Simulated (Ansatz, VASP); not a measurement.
## One calculation of Na2S, two programs

File POSCAR:

```
Na2S
1.0
    0.0000000000      3.2876665622      3.2876665622
    3.2876665622      0.0000000000      3.2876665622
    3.2876665622      3.2876665622      0.0000000000
S Na
1 2
Direct
    0.0000000000      0.0000000000      0.0000000000
    0.2500000000      0.2500000000      0.2500000000
    0.7500000000      0.7500000000      0.7500000000
```

INCAR.step1

```
PREC = Accurate
ENCUT = 550
ISMEAR = 0
SIGMA = 0.01
LREAL = False
LASPH = True
NELM = 120
NBANDS = 17
GGA = PE
ALGO = Normal
EDIFF = 1E-5
LWAVE = True
LCHARG = False
GGA_COMPAT = False
```

The input INCAR.step2:

```
PREC = Accurate
ENCUT = 550
EDIFF = 1E-6
ISMEAR = 0
SIGMA = 0.01
LREAL = False
LASPH = True
NELM = 120
ALGO = Normal
ISIF = 2
LWAVE = False
LCHARG = True
METAGGA = R2SCAN
LMIXTAU = True
LELF = True
LVHAR = True
NBANDS = 17
ISTART = 1
GGA_COMPAT = False
```

KPOINTS

```
regular mesh
0
Gamma
  6 6 6
```

Input for Ansatz:

```yaml
crystal:
  lattice:
    - [0.0, 3.2876665622, 3.2876665622]
    - [3.2876665622, 0.0, 3.2876665622]
    - [3.2876665622, 3.2876665622, 0.0]
  atoms:
    - { symbol: S, position: [0.0, 0.0, 0.0] }
    - { symbol: Na, position: [0.25, 0.25, 0.25] }
    - { symbol: Na, position: [0.75, 0.75, 0.75] }
kpoints:
  mp_grid: { grid: [6, 6, 6] }
hamiltonian:
  xc: r2scan
scf:
  occupations: { method: fixed }
  n_extra_bands: 4
output:
  forces: true
  stress: true
  eigenvalues: true
```

Alike in both runs: task single point; functional r2SCAN; k mesh 6 × 6 × 6; no spin polarisation.

|  | VASP | Ansatz |
| --- | --- | --- |
| version | VASP 6.6.1 | Ansatz 0.2.0 |
| potentials or method | VASP PAW PBE potentials, release 64 (S, Na_pv) | plane waves, PAW |
| plane-wave cutoff (eV) | 550 | 500 |
| occupations | gaussian, width 0.01 eV | fixed |
| valence electrons in the cell | 20 | 24 |

VASP gave:

| Property | Result |
| --- | --- |
| gap on the k mesh at the Fermi level (eV) | 3.01 |
| pressure (GPa) | -1.0 |

Q: Which values does Ansatz return?

A: gap on the k mesh at the Fermi level (eV): 2.99; pressure (GPa): -0.8.

VASP's potentials were made for PBE, not for r2SCAN. VASP's potentials hold 20 valence electrons a cell and Ansatz's 24, so a difference there can come from the potentials and not from the codes.
